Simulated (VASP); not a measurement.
# WC: single point with PBEsol

The system is WC.

```xyz
2
Lattice="0.0000 2.2804 2.1050 2.2804 0.0000 2.1050 2.2804 2.2804 0.0000" Properties=species:S:1:pos:R:3 pbc="T T T"
W     0.0000    0.0000    0.0000
C     2.2804    2.2804    2.1050
```

This cell differs from its parent crystal: strain +0.040 along x and y, -0.040 along z.

```
Program                : VASP 6.6.1
Task                   : single point
Functional             : PBEsol
Potentials or basis    : VASP PAW PBE potentials, release 64 (W_sv, C)
Cutoff                 : 520 eV
k mesh                 : 18 × 18 × 18
Occupations            : gaussian, width 0.15 eV
Spin                   : no spin polarisation
Dipole correction      : no
Further INCAR settings : ALGO = Normal; EDIFF = 1e-06; NBANDS = 16
```

* Pressure: -16.4 GPa
* Band gap on the k mesh: zero (bands 9 and 10 overlap by 2.94 eV)

Stress tensor (GPa, compression positive):
```
-30.71   0.00   0.00
  0.00 -30.71   0.00
  0.00   0.00  12.09
```

Levels at points of the mesh, in eV from the Fermi level:
```
           k point  band 6  band 7  band 8  band 9  band 10  band 11  band 12  band 13
(0.00, 0.00, 0.00)   -2.84   -2.84   -1.94   -1.34    -1.03    -1.03    -0.79    -0.68
(0.50, 0.00, 0.00)   -9.45   -6.38   -6.30    0.73     1.40     2.38     4.82     7.60
(0.50, 0.50, 0.00)   -5.50   -4.80   -2.72   -2.72     0.95     2.14     2.14     5.80
(0.50, 0.00, 0.50)   -5.71   -5.41   -2.25   -2.05     0.59     1.78     2.48     4.75
```

It took 37 s on 1 thread of Intel(R) Xeon(R) 6975P-C (Granite Rapids), with other jobs on the host, peak memory 0.27 GiB.

Caveat: the cell differs from its parent crystal (strain +0.040 along x and y, -0.040 along z); the cell stands under tension; the PAW data sets were made with another functional, which shifts forces and pressure a little; spin-orbit coupling is left out, which moves the levels of the heavy elements.
